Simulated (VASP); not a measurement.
A run of VASP 6.6.1:

INCAR

```
ALGO = Normal ; DIPOL = 0.5 0.5 0.485
EDIFF = 1E-7 ; ENCUT = 520
GGA = PS ; IDIPOL = 3
ISIF = 2 ; ISMEAR = 0
LASPH = T ; LCHARG = F
LDIPOL = T ; LREAL = F
LWAVE = F ; NBANDS = 38
NELM = 100 ; PREC = Accurate
SIGMA = 0.1
```

File KPOINTS:

```
k-points
0
Gamma
  10 10 1
```

POSCAR

```
Al3Ni4F
1.0
    2.8621655520      0.0000000000      0.0000000000
    0.0000000000      2.8621655520      0.0000000000
    0.0000000000      0.0000000000     27.5864966560
Ni Al F
4 3 1
Direct
    0.5000000000      0.5000000000      0.3081217636
    0.5000000000      0.5000000000      0.4118741750
    0.5000000000      0.5000000000      0.5143263380
    0.5000000000      0.5000000000      0.6096109209
    0.0000000000      0.0000000000      0.3599979693
    0.0000000000      0.0000000000      0.4627097749
    0.0000000000      0.0000000000      0.5668039471
    0.0000000000      0.0000000000      0.6466711625
```

Potentials or basis: VASP PAW PBE potentials, release 64 (Ni, Al, F).

The run is started by

```bash
$ cat potpaw_PBE.64/Ni/POTCAR potpaw_PBE.64/Al/POTCAR potpaw_PBE.64/F/POTCAR > POTCAR
$ mpirun -np 1 vasp_std > vasp.out
```

Hardware: 1 thread of Intel Xeon 6975P-C (shared host).

How long does it take, and how much memory?

It took 12 min on 1 thread of Intel Xeon 6975P-C, on a shared host, peak memory 0.44 GiB. Counts: scf iterations 39, k points 21.
